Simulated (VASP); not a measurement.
# SiC in VASP: a series of runs, part 2 of 2

VASP 6.6.1. Earlier steps stand in the parts before.

## 3. Single point, PBE

This run uses another cell than the first one, of 9.22 Å³/atom, 1.005 times its volume.

The input, INCAR:

```
SYSTEM = SiC
ALGO = Normal ; EDIFF = 1E-7
ENCUT = 520 ; GGA = PE
ISIF = 2 ; ISMEAR = 0
LASPH = .TRUE. ; LCHARG = .TRUE.
LELF = .TRUE. ; LREAL = .FALSE.
LVHAR = .TRUE. ; LWAVE = .FALSE.
NBANDS = 11 ; NELM = 100
PREC = Accurate ; SIGMA = 0.1
```

The input, KPOINTS:

```
k-points
0
G
  20 20 20
  0 0 0
```

The input, POSCAR:

```
SiC
1.0
    2.6415344573      0.0000000000      0.0000000000
    0.0000000000      2.6415344573      0.0000000000
    0.0000000000      0.0000000000      2.6415344573
Si C
1 1
Direct
    0.5000000000      0.5000000000      0.5000000000
    0.0000000000      0.0000000000      0.0000000000
```

Potentials or basis: VASP PAW PBE potentials, release 64 (Si, C).

The run is started by

```sh
> cat potpaw_PBE.64/Si/POTCAR potpaw_PBE.64/C/POTCAR > POTCAR
> mpirun -np 1 vasp_std > vasp.out
```

OUTCAR:

```text
SYSTEM = SiC
   EDIFF = 1E-7
   ENCUT = 520
   GGA = PE
   ISIF = 2
   ISMEAR = 0
   LASPH = .TRUE.
   LREAL = .FALSE.
   NELM = 100
   PREC = Accurate

 ion  position               nearest neighbor table
   1  0.500  0.500  0.500-   2 2.29   2 2.29   2 2.29   2 2.29   2 2.29   2 2.29   2 2.29   2 2.29

   2  0.000  0.000  0.000-   1 2.29   1 2.29   1 2.29   1 2.29   1 2.29   1 2.29   1 2.29   1 2.29

  LATTYP: Found a simple cubic cell.
 ALAT       =     2.6415344573

  Lattice vectors:

 A1 = (   2.6415344573,   0.0000000000,   0.0000000000)
 A2 = (   0.0000000000,   2.6415344573,   0.0000000000)
 A3 = (   0.0000000000,   0.0000000000,   2.6415344573)

Analysis of symmetry for initial positions (statically):
=====================================================================
 Subroutine PRICEL returns:
 Original cell was already a primitive cell.

 Routine SETGRP: Setting up the symmetry group for a
 simple cubic supercell.

 Subroutine GETGRP returns: Found 48 space group operations
 (whereof 48 operations were pure point group operations)
 out of a pool of 48 trial point group operations.

The static configuration has the point symmetry O_h .

Analysis of symmetry for dynamics (positions and initial velocities):
=====================================================================
 Subroutine PRICEL returns:
 Original cell was already a primitive cell.

 Routine SETGRP: Setting up the symmetry group for a
 simple cubic supercell.

 Subroutine GETGRP returns: Found 48 space group operations
 (whereof 48 operations were pure point group operations)
 out of a pool of 48 trial point group operations.

The dynamic configuration has the point symmetry O_h .

 Subroutine INISYM returns: Found 48 space group operations
 (whereof 48 operations are pure point group operations),
 and found     1 'primitive' translations

----------------------------------------------------------------------------------------

                                     Primitive cell

  volume of cell :      18.4318

  direct lattice vectors                    reciprocal lattice vectors
     2.641534457  0.000000000  0.000000000     0.378567842  0.000000000  0.000000000
     0.000000000  2.641534457  0.000000000     0.000000000  0.378567842  0.000000000
     0.000000000  0.000000000  2.641534457     0.000000000  0.000000000  0.378567842

  length of vectors
     2.641534457  2.641534457  2.641534457     0.378567842  0.378567842  0.378567842

  position of ions in fractional coordinates (direct lattice)
     0.500000000  0.500000000  0.500000000
     0.000000000  0.000000000  0.000000000

  ion indices of the primitive-cell ions
   primitive index   ion index
                 1           1
                 2           2

----------------------------------------------------------------------------------------

 KPOINTS: k-points

Automatic generation of k-mesh.
 Grid dimensions read from file:
 generate k-points for:   20   20   20

 Generating k-lattice:

  Cartesian coordinates                     Fractional coordinates (reciprocal lattice)
     0.018928392  0.000000000  0.000000000     0.050000000  0.000000000  0.000000000
     0.000000000  0.018928392  0.000000000     0.000000000  0.050000000  0.000000000
     0.000000000  0.000000000  0.018928392     0.000000000  0.000000000  0.050000000

  Length of vectors
     0.018928392  0.018928392  0.018928392

  Shift w.r.t. Gamma in fractional coordinates (k-lattice)
     0.000000000  0.000000000  0.000000000

 Subroutine IBZKPT returns following result:
 ===========================================

 Found    286 irreducible k-points:

 Following reciprocal coordinates:
            Coordinates               Weight
  0.000000  0.000000  0.000000      1.000000
  0.050000  0.000000  0.000000      6.000000
  0.100000  0.000000  0.000000      6.000000
  0.150000  0.000000  0.000000      6.000000
  0.200000  0.000000  0.000000      6.000000
  0.250000  0.000000  0.000000      6.000000
[... 16 lines left out ...]
  0.150000  0.100000  0.000000     24.000000
  0.200000  0.100000  0.000000     24.000000
 [... further k-points ...]
   k-points           NKPTS =    286   k-points in BZ     NKDIM =    286   number of bands    NBANDS=     11
   number of dos      NEDOS =    301   number of ions     NIONS =      2
   total plane-waves  NPLWV =   8000
   dimension x,y,z NGX =    20 NGY =   20 NGZ =   20
   dimension x,y,z NGXF=    40 NGYF=   40 NGZF=   40
   ions per type =               1   1
   NGX,Y,Z   is equivalent  to a cutoff of  12.59, 12.59, 12.59 a.u.
   NGXF,Y,Z  is equivalent  to a cutoff of  25.17, 25.17, 25.17 a.u.
 SYSTEM =  SiC
   PREC   = accura    normal or accurate (medium, high low for compatibility)
   ISTART =      0    job   : 0-new  1-cont  2-samecut
   ICHARG =      2    charge: 1-file 2-atom 10-const
   ISPIN  =      1    spin polarized calculation?
   LNONCOLLINEAR =      F non collinear calculations
   LSORBIT =      F    spin-orbit coupling
   LASPH  =      T    aspherical Exc in radial PAW
   ENCUT  =  520.0 eV  38.22 Ry    6.18 a.u.   4.91  4.91  4.91*2*pi/ulx,y,z
   NELM   =    100;   NELMIN=  2; NELMDL= -5     # of ELM steps
   EDIFF  = 0.1E-06   stopping-criterion for ELM
   LREAL  =      F    real-space projection
   EDIFFG = 0.1E-05   stopping-criterion for IOM
   NSW    =      0    number of steps for IOM
   IBRION =     -1    ionic relax: 0-MD 1-quasi-New 2-CG
   NFREE  =      0    steps in history (QN), initial steepest desc. (CG)
   ISIF   =      2    stress and relaxation
   ISYM   =      2    0-nonsym 1-usesym 2-fastsym
   POTIM  = 0.5000    time-step for ionic-motion
   TEBEG  =    0.0;   TEEND  =   0.0 temperature during run
   PSTRESS=    0.0 pullay stress
   NELECT =       8.0000    total number of electrons
   NUPDOWN=      -1.0000    fix difference up-down
   EMIN   =  10.00;   EMAX   =-10.00  energy-range for DOS
   EFERMI =   0.00;   METHOD = LEGACY
   ISMEAR =     0;   SIGMA  =   0.10  broadening in eV -4-tet -1-fermi 0-gaus
   EFERMI_NEDOS =   21; number of points for ismear=-14 and -15
   IALGO  =     38    algorithm
   IMIX   =      4    mixing-type and parameters
     AMIX     =   0.40;   BMIX     =  1.00
     AMIX_MAG =   1.60;   BMIX_MAG =  1.00
  volume/ion in A,a.u.               =       9.22        62.19
  Fermi-wavevector in a.u.,A,eV,Ry     =   1.239506  2.342326 20.903644  1.536375
  Thomas-Fermi vector in A             =   2.373986
   LORBIT       =      0    0 simple, 1 ext, 2 COOP (PROOUT), +10 PAW based schemes
   GGA     = PE    functional components
   LHFCALC =     F    Hartree Fock is set to
   AEXX    =    0.0000 exact exchange contribution
   IVDW    =     0    specifies the selected vdW correction
   LEPSILON=     F    determine dielectric tensor
   LRPA    =     F    only Hartree local field effects (RPA)
 non-spin polarized calculation
 Gauss-broadening in eV      SIGMA  =   0.10
  energy-cutoff  :      520.00
  volume of cell :       18.43
 maximum number of plane-waves:       516
 NGX is ok and might be reduce to    20
   NGX =  9   NGY =  9   NGZ =  9

 number of electron       8.0000000 magnetization

 Free energy of the ion-electron system (eV)
  ---------------------------------------------------
  ext. energy  EPLUGINS =         0.00000000
  ---------------------------------------------------
  free energy    TOTEN  =       -10.91149468 eV

  energy without entropy =      -10.90752656  energy(sigma->0) =      -10.90951062

 E-fermi :  11.1797     XC(G=0): -12.3957

 val. band max:       11.1795339022   @ k =   0.2500   0.1500   0.0000
 cond. band min:      11.1940482347   @ k =   0.3000   0.0000   0.0000
 fundamental gap:      0.0145143326
 Fermi energy:        11.1796878363

 k-point     1 :       0.0000    0.0000    0.0000
  band No.  band energies     occupation
      1      -6.3404      2.00000
      2      10.0700      2.00000
      3      10.0700      2.00000
      4      10.0700      2.00000
      5      12.6707      0.00000
      6      16.1517      0.00000
      7      16.1517      0.00000
      8      23.8971      0.00000
      9      23.8971      0.00000
     10      23.8971      0.00000
     11      31.3230      0.00000
[... 309 lines left out ...]
 k-point    24 :       0.2000    0.1000    0.0000
  band No.  band energies     occupation
      1      -5.3815      2.00000
      2       5.8391      2.00000
      3       9.0011      2.00000
      4      10.7425      2.00000
      5      14.6647      0.00000
      6      17.4677      0.00000
      7      19.1724      0.00000
      8      21.7207      0.00000
      9      22.0729      0.00000
     10      24.8163      0.00000
     11      29.2034      0.00000

 [... further k-points ...]
[... 5 lines left out ...]
  --------------------------------------------------------------------------------------
  -------------------------------------------------------------------------------------
  Total        0.0161535      0.0161535      0.0161535      0.0000000      0.0000000      0.0000000
  in kB        1.4041305      1.4041305      1.4041305      0.0000000      0.0000000      0.0000000
  external PRESSURE =       1.4041305 kB  Pullay stress =       0.0000000 kB

 VOLUME and BASIS-vectors are now :
 -----------------------------------------------------------------------------
  energy-cutoff  :      520.00
  volume of cell :       18.43
      direct lattice vectors                 reciprocal lattice vectors
     2.641534457  0.000000000  0.000000000     0.378567842  0.000000000  0.000000000
     0.000000000  2.641534457  0.000000000     0.000000000  0.378567842  0.000000000
     0.000000000  0.000000000  2.641534457     0.000000000  0.000000000  0.378567842

 POSITION                                       TOTAL-FORCE (eV/Angst)
 -----------------------------------------------------------------------------------
      1.32077      1.32077      1.32077         0.000000      0.000000      0.000000
      0.00000      0.00000      0.00000         0.000000      0.000000      0.000000
 -----------------------------------------------------------------------------------
    total drift:                               -0.000000      0.000000     -0.000000

  FREE ENERGIE OF THE ION-ELECTRON SYSTEM (eV)
  ---------------------------------------------------
  free  energy   TOTEN  =       -10.9114946791 eV

  energy  without entropy=      -10.9075265598  energy(sigma->0) =      -10.90951062
```

Run time: 15 s. Hardware: 1 thread of Intel Xeon 6975P-C (Granite Rapids), shared host; peak memory 0.16 GiB.

Results:

```
Free energy            : -10.9115 eV
Pressure               : 0.1 GPa
Band gap on the k mesh : zero (band 4 reaches 12.40 eV, above the bottom of band 5 at 8.42 eV)
```

Levels at points of the mesh, in eV from the Fermi level:
| k point | band 1 | band 2 | band 3 | band 4 | band 5 | band 6 | band 7 | band 8 |
| --- | --- | --- | --- | --- | --- | --- | --- | --- |
| (0.00, 0.00, 0.00) | -17.52 | -1.11 | -1.11 | -1.11 | 1.49 | 4.97 | 4.97 | 12.72 |
| (0.50, 0.00, 0.00) | -13.43 | -11.89 | 0.89 | 0.89 | 5.01 | 6.36 | 7.54 | 7.54 |
| (0.50, 0.50, 0.00) | -9.92 | -7.94 | -7.94 | -5.49 | 2.41 | 8.76 | 8.76 | 10.99 |
| (0.50, 0.50, 0.50) | -7.03 | -4.37 | -4.37 | -4.37 | -1.55 | -1.55 | -1.55 | 0.69 |
